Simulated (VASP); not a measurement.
A run of VASP 6.6.1 is set up as follows.

INCAR

```
ALGO = Normal
EDIFF = 1E-8
ENCUT = 520
ISIF = 2
ISMEAR = -1
LASPH = T
LCHARG = F
LEFG = T
LREAL = F
LWAVE = F
NBANDS = 19
NELM = 80
PREC = Accurate
SIGMA = 0.03
```

The input KPOINTS:

```
k-points
0
Gamma
  13 13 7
```

File POSCAR:

```
Zr
1.0
    3.2745293923      0.0000000000      0.0000000000
   -1.6372646961      2.8358256391      0.0000000000
    0.0000000000      0.0000000000      5.2147314515
Zr
2
Direct
    0.3333333333      0.6666666667      0.2500000000
    0.6666666667      0.3333333333      0.7500000000
```

Potentials or basis: VASP PAW LDA potentials, release 64 (Zr_sv).

Run with:

```bash
$ cat potpaw_LDA.64/Zr_sv/POTCAR > POTCAR
$ mpirun -np 1 vasp_std > vasp.out
```

Question: Estimate the pressure.

Answer: -9.1 GPa.

Question: Predict the band gap on the k mesh.

Answer: Zero (bands 12 and 13 overlap by 1.05 eV).

Stress tensor (GPa, compression positive):
```
-9.28  0.00  0.00
 0.00 -9.28  0.00
 0.00  0.00 -8.69
```

Caveat: the cell stands under tension; without QUAD_EFG the Cq values of the log hold for a quadrupole moment of 1 mb, not for the nuclei.
